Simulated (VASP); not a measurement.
# SiC20 in VASP: relaxation of the atoms with LDA

Aim: the relaxation of the atoms of SiC20 with LDA.

Everything below comes from runs of VASP 6.6.1. Logs are shortened: lines on timing, memory, paths and dates and some standing lists are left out, and cuts for length are marked.

## (1) The cell of the first run

The cell holds a wire or tube with vacuum around it, 21 atoms: a = 8.468 Å, b = 8.869 Å, c = 20.239 Å, α = 90.00°, β = 90.00°, γ = 103.81°.

## (2) Relaxation of the atoms, LDA

Input file INCAR:

```
SYSTEM = SiC20
ALGO = Normal
DIPOL = 0.5 0.5 0.326
EDIFF = 1E-7
EDIFFG = -0.025
ENCUT = 520
GGA = CA
GGA_COMPAT = .FALSE.
IBRION = 2
IDIPOL = 3
ISIF = 2
ISMEAR = 0
KPAR = 4
LASPH = .TRUE.
LCHARG = .FALSE.
LDIPOL = .TRUE.
LREAL = .FALSE.
LWAVE = .FALSE.
NELM = 120
NELMDL = -8
NELMIN = 4
NSW = 36
PREC = Accurate
SIGMA = 0.1
```

Input file KPOINTS:

```
k-points
0
G
  4 3 1
  0 0 0
```

Input file POSCAR:

```
SiC20
1.0
    8.4678362259      0.0000000000      0.0000000000
   -2.1169590565      8.6125407578      0.0000000000
    0.0000000000      0.0000000000     20.2388522190
C Si
20 1
Selective dynamics
Direct
    0.0782985465      0.9798608525      0.1976396664  F F F
    0.5782985464      0.9798608525      0.1976396664  F F F
    0.4116318798      0.9798608525      0.1976396664  F F F
    0.9116318798      0.9798608525      0.1976396664  F F F
    0.3232637596      0.9597217051      0.2574185988  F F F
    0.8232637596      0.9597217051      0.2574185988  F F F
    0.1565970930      0.9597217051      0.2574185988  F F F
    0.6565970930      0.9597217051      0.2574185988  F F F
    0.0672158667      0.9395274142      0.3171015104  F F F
    0.5672158667      0.9395274142      0.3171015104  F F F
    0.4025481500      0.9395274607      0.3171013842  F F F
    0.9025481500      0.9395274607      0.3171013842  F F F
    0.3115631202      0.9192172007      0.3770359519  F F F
    0.8115631202      0.9192172007      0.3770359519  F F F
    0.1480469498      0.9192171170      0.3770361882  F F F
    0.6480469498      0.9192171170      0.3770361882  F F F
    0.0480834488      0.9006588100      0.4317859592  F F F
    0.5480834488      0.9006588100      0.4317859592  F F F
    0.4022483205      0.9006591698      0.4317856780  F F F
    0.9022483205      0.9006591698      0.4317856780  F F F
    0.4230834488      0.9006588100      0.5193659293  F F T
```

Potentials or basis: VASP PAW LDA potentials, release 64 (C, Si).

Command:

```
cat potpaw_LDA.64/C/POTCAR potpaw_LDA.64/Si/POTCAR > POTCAR
mpirun -np 4 vasp_std > vasp.out
```

OUTCAR:

```text
SYSTEM = SiC20
   EDIFF = 1E-7
   EDIFFG = -0.025
   ENCUT = 520
   GGA = CA
   IBRION = 2
   ISIF = 2
   ISMEAR = 0
   LASPH = .TRUE.
   LREAL = .FALSE.
   NELM = 120
   NELMDL = -8
   NELMIN = 4
   NSW = 36
   PREC = Accurate

 ion  position               nearest neighbor table
   1  0.078  0.980  0.198-   7 1.41   4 1.41
   2  0.578  0.980  0.198-   8 1.41   3 1.41
   3  0.412  0.980  0.198-   5 1.41   2 1.41
   4  0.912  0.980  0.198-   6 1.41   1 1.41
   5  0.323  0.960  0.257-   3 1.41   7 1.41  11 1.41
   6  0.823  0.960  0.257-   4 1.41   8 1.41  12 1.41
   7  0.157  0.960  0.257-   1 1.41   5 1.41   9 1.41
   8  0.657  0.960  0.257-   2 1.41   6 1.41  10 1.41
   9  0.067  0.940  0.317-  12 1.39   7 1.41  15 1.43
  10  0.567  0.940  0.317-  11 1.39   8 1.41  16 1.43
  11  0.403  0.940  0.317-  10 1.39   5 1.41  13 1.43
  12  0.903  0.940  0.317-   9 1.39   6 1.41  14 1.43
  13  0.312  0.919  0.377-  19 1.38  15 1.38  11 1.43
  14  0.812  0.919  0.377-  20 1.38  16 1.38  12 1.43
  15  0.148  0.919  0.377-  17 1.38  13 1.38   9 1.43
  16  0.648  0.919  0.377-  18 1.38  14 1.38  10 1.43
  17  0.048  0.901  0.432-  20 1.23  15 1.38
  18  0.548  0.901  0.432-  19 1.23  16 1.38  21 2.06
  19  0.402  0.901  0.432-  18 1.23  13 1.38  21 1.78
  20  0.902  0.901  0.432-  17 1.23  14 1.38
  21  0.423  0.901  0.519-  19 1.78  18 2.06

  LATTYP: Found a simple monoclinic cell.
 ALAT       =     8.4678362259
 B/A-ratio  =     2.3900854574
 C/A-ratio  =     1.0473631062
 COS(beta)  =    -0.2386946786

  Lattice vectors:

 A1 = (   8.4678362259,   0.0000000000,   0.0000000000)
 A2 = (   0.0000000000,   0.0000000000, -20.2388522190)
 A3 = (  -2.1169590565,   8.6125407578,   0.0000000000)

Analysis of symmetry for initial positions (statically):
=====================================================================
 Subroutine PRICEL returns:
 Original cell was already a primitive cell.

 Routine SETGRP: Setting up the symmetry group for a
 simple monoclinic supercell.

 Subroutine GETGRP returns: Found  1 space group operations
 (whereof  1 operations were pure point group operations)
 out of a pool of  4 trial point group operations.

The static configuration has the point symmetry C_1 .

Analysis of symmetry for dynamics (positions and initial velocities):
=====================================================================
 Subroutine PRICEL returns:
 Original cell was already a primitive cell.

 Routine SETGRP: Setting up the symmetry group for a
 simple monoclinic supercell.

 Subroutine GETGRP returns: Found  1 space group operations
 (whereof  1 operations were pure point group operations)
 out of a pool of  4 trial point group operations.

The dynamic configuration has the point symmetry C_1 .

Analysis of constrained symmetry for selective dynamics:
=====================================================================
 Subroutine PRICEL returns:
 Original cell was already a primitive cell.

 Routine SETGRP: Setting up the symmetry group for a
 simple monoclinic supercell.

 Subroutine GETGRP returns: Found  1 space group operations
 (whereof  1 operations were pure point group operations)
 out of a pool of  4 trial point group operations.

The constrained configuration has the point symmetry C_1 .

 Subroutine INISYM returns: Found  1 space group operations
 (whereof  1 operations are pure point group operations),
 and found     1 'primitive' translations

----------------------------------------------------------------------------------------

                                     Primitive cell

  volume of cell :    1476.0111

  direct lattice vectors                    reciprocal lattice vectors
     8.467836226  0.000000000  0.000000000     0.118093923  0.029027439  0.000000000
    -2.116959056  8.612540758  0.000000000     0.000000000  0.116109755  0.000000000
     0.000000000  0.000000000 20.238852219     0.000000000  0.000000000  0.049409917

  length of vectors
     8.467836226  8.868899253 20.238852219     0.121609074  0.116109755  0.049409917

  position of ions in fractional coordinates (direct lattice)
     0.078298547  0.979860853  0.197639666
[... 56 lines left out ...]
     0.029523481  0.007256860  0.000000000     0.250000000  0.000000000  0.000000000
     0.000000000  0.038703252  0.000000000     0.000000000  0.333333333  0.000000000
     0.000000000  0.000000000  0.049409917     0.000000000  0.000000000  1.000000000

  Length of vectors
     0.030402268  0.038703252  0.049409917

  Shift w.r.t. Gamma in fractional coordinates (k-lattice)
     0.000000000  0.000000000  0.000000000

 Subroutine IBZKPT returns following result:
 ===========================================

 Found      7 irreducible k-points:

 Following reciprocal coordinates:
            Coordinates               Weight
  0.000000  0.000000  0.000000      1.000000
  0.250000  0.000000  0.000000      2.000000
  0.500000  0.000000  0.000000      1.000000
  0.000000  0.333333  0.000000      2.000000
  0.250000  0.333333  0.000000      2.000000
  0.500000  0.333333  0.000000      2.000000
 -0.250000  0.333333  0.000000      2.000000
   k-points           NKPTS =      7   k-points in BZ     NKDIM =      7   number of bands    NBANDS=     53
   number of dos      NEDOS =    301   number of ions     NIONS =     21
   total plane-waves  NPLWV = 716800
   dimension x,y,z NGX =    64 NGY =   70 NGZ =  160
   dimension x,y,z NGXF=   128 NGYF=  140 NGZF=  320
   ions per type =              20   1
   NGX,Y,Z   is equivalent  to a cutoff of  12.56, 13.12, 13.14 a.u.
   NGXF,Y,Z  is equivalent  to a cutoff of  25.13, 26.24, 26.29 a.u.
 SYSTEM =  SiC20
   PREC   = accura    normal or accurate (medium, high low for compatibility)
   ISTART =      0    job   : 0-new  1-cont  2-samecut
   ICHARG =      2    charge: 1-file 2-atom 10-const
   ISPIN  =      1    spin polarized calculation?
   LNONCOLLINEAR =      F non collinear calculations
   LSORBIT =      F    spin-orbit coupling
   LASPH  =      T    aspherical Exc in radial PAW
   ENCUT  =  520.0 eV  38.22 Ry    6.18 a.u.  15.74 16.49 37.63*2*pi/ulx,y,z
   NELM   =    120;   NELMIN=  4; NELMDL= -8     # of ELM steps
   EDIFF  = 0.1E-06   stopping-criterion for ELM
   LREAL  =      F    real-space projection
   EDIFFG = -.3E-01   stopping-criterion for IOM
   NSW    =     36    number of steps for IOM
   IBRION =      2    ionic relax: 0-MD 1-quasi-New 2-CG
   NFREE  =      1    steps in history (QN), initial steepest desc. (CG)
   ISIF   =      2    stress and relaxation
   ISYM   =      2    0-nonsym 1-usesym 2-fastsym
   POTIM  = 0.5000    time-step for ionic-motion
   TEBEG  =    0.0;   TEEND  =   0.0 temperature during run
   PSTRESS=    0.0 pullay stress
   NELECT =      84.0000    total number of electrons
   NUPDOWN=      -1.0000    fix difference up-down
   EMIN   =  10.00;   EMAX   =-10.00  energy-range for DOS
   EFERMI =   0.00;   METHOD = LEGACY
   ISMEAR =     0;   SIGMA  =   0.10  broadening in eV -4-tet -1-fermi 0-gaus
   EFERMI_NEDOS =   21; number of points for ismear=-14 and -15
   IALGO  =     38    algorithm
   IMIX   =      4    mixing-type and parameters
     AMIX     =   0.40;   BMIX     =  1.00
     AMIX_MAG =   1.60;   BMIX_MAG =  1.00
  volume/ion in A,a.u.               =      70.29       474.31
  Fermi-wavevector in a.u.,A,eV,Ry     =   0.629706  1.189972  5.395119  0.396530
  Thomas-Fermi vector in A             =   1.692088
   LORBIT       =      0    0 simple, 1 ext, 2 COOP (PROOUT), +10 PAW based schemes
   GGA     = CA    functional components
   LHFCALC =     F    Hartree Fock is set to
   AEXX    =    0.0000 exact exchange contribution
   IVDW    =     0    specifies the selected vdW correction
   LEPSILON=     F    determine dielectric tensor
   LRPA    =     F    only Hartree local field effects (RPA)
 conjugate gradient relaxation of ions
 non-spin polarized calculation
 Gauss-broadening in eV      SIGMA  =   0.10
  energy-cutoff  :      520.00
  volume of cell :     1476.01
 maximum number of plane-waves:     39759
 NGX is ok and might be reduce to    64
   NGX = 31   NGY = 33   NGZ = 75

 dipolmoment           0.000000      0.000000      0.041665 electrons x Angstroem

--------------------------------------- Ionic step        1  -------------------------------------------

 number of electron      83.9999996 magnetization

 Free energy of the ion-electron system (eV)
  ---------------------------------------------------
  ext. energy  EPLUGINS =         0.00000000
  ---------------------------------------------------
  free energy    TOTEN  =      -186.44993707 eV

  energy without entropy =     -186.42801843  energy(sigma->0) =     -186.43897775

------------------------ aborting loop because EDIFF is reached ----------------------------------------

  FORCE on cell =-STRESS in cart. coord.  units (eV):
  Direction    XX          YY          ZZ          XY          YZ          ZX
  --------------------------------------------------------------------------------------
  -------------------------------------------------------------------------------------
  Total        3.8534107     -0.1811363     -1.5964566     -0.0721577      0.1246792      2.9944867
  in kB        4.1827919     -0.1966194     -1.7329182     -0.0783256      0.1353365      3.2504489
  external PRESSURE =       0.7510848 kB  Pullay stress =       0.0000000 kB
[... 97 lines left out ...]
--------------------------------------- Ionic step        3  -------------------------------------------

 number of electron      83.9999996 magnetization

 dipolmoment           0.000000      0.000000     -0.441883 electrons x Angstroem

 Free energy of the ion-electron system (eV)
  ---------------------------------------------------
  ext. energy  EPLUGINS =         0.00000000
  ---------------------------------------------------
  free energy    TOTEN  =      -186.45160683 eV

  energy without entropy =     -186.42974453  energy(sigma->0) =     -186.44067568

 E-fermi :  -4.2621     XC(G=0):  -2.2287

 val. band max:       -4.3140876302   @ k =   0.0000   0.0000   0.0000
 cond. band min:      -4.2093707194   @ k =   0.0000   0.3333   0.0000
 fundamental gap:      0.1047169107
 Fermi energy:        -4.2620510904

 k-point     1 :       0.0000    0.0000    0.0000
  band No.  band energies     occupation
      1     -22.8450      2.00000
      2     -21.6414      2.00000
      3     -21.2068      2.00000
      4     -21.0890      2.00000
      5     -20.0300      2.00000
      6     -19.3063      2.00000
[... 381 lines left out ...]
     52      -0.2930      0.00000
     53       0.2902      0.00000

------------------------ aborting loop because EDIFF is reached ----------------------------------------

 vacuum level on the upper side and lower side of the slab       (xc-potential included)        -0.556         0.529

  FORCE on cell =-STRESS in cart. coord.  units (eV):
  Direction    XX          YY          ZZ          XY          YZ          ZX
  --------------------------------------------------------------------------------------
  -------------------------------------------------------------------------------------
  Total        3.8869565     -0.1809701     -1.0564772     -0.0731367      0.1204186      3.0301719
  in kB        4.2192051     -0.1964390     -1.1467826     -0.0793882      0.1307117      3.2891845
  external PRESSURE =       0.9586612 kB  Pullay stress =       0.0000000 kB
[... 36 lines left out ...]
  FREE ENERGIE OF THE ION-ELECTRON SYSTEM (eV)
  ---------------------------------------------------
  free  energy   TOTEN  =      -186.4516068318 eV

  energy  without entropy=     -186.4297445301  energy(sigma->0) =     -186.44067568

 reached required accuracy - stopping structural energy minimisation

 vacuum level on the upper side and lower side of the slab         0.785         1.899
```

Wall time 14 min (4 MPI ranks of AMD EPYC 7R13 (Zen 3), shared host); peak memory 1.3 GiB.

What came out:

* Free energy: -186.4516 eV
* Energy gained by relaxing: 0.1 meV/atom
* Ionic steps: 3
* Band gap on the k mesh: 0.10 eV

Step by step:
| step | energy change (eV) | largest force on free atoms (eV/Å) | pressure (GPa) |
| --- | --- | --- | --- |
| 1 | 0.0000 | 0.2883 | 0.08 |
| 2 | -0.0016 | 0.0632 | 0.10 |
| 3 | -0.0017 | 0.0002 | 0.10 |

Final structure:
```
CELL_PARAMETERS angstrom
8.46784 0.00000 0.00000
-2.11696 8.61254 0.00000
0.00000 0.00000 20.23885
ATOMIC_POSITIONS crystal
C 0.07830 0.97986 0.19764
C 0.57830 0.97986 0.19764
C 0.41163 0.97986 0.19764
C 0.91163 0.97986 0.19764
C 0.32326 0.95972 0.25742
C 0.82326 0.95972 0.25742
C 0.15660 0.95972 0.25742
C 0.65660 0.95972 0.25742
C 0.06722 0.93953 0.31710
C 0.56722 0.93953 0.31710
C 0.40255 0.93953 0.31710
C 0.90255 0.93953 0.31710
C 0.31156 0.91922 0.37704
C 0.81156 0.91922 0.37704
C 0.14805 0.91922 0.37704
C 0.64805 0.91922 0.37704
C 0.04808 0.90066 0.43179
C 0.54808 0.90066 0.43179
C 0.40225 0.90066 0.43179
C 0.90225 0.90066 0.43179
Si 0.42308 0.90066 0.51880
```
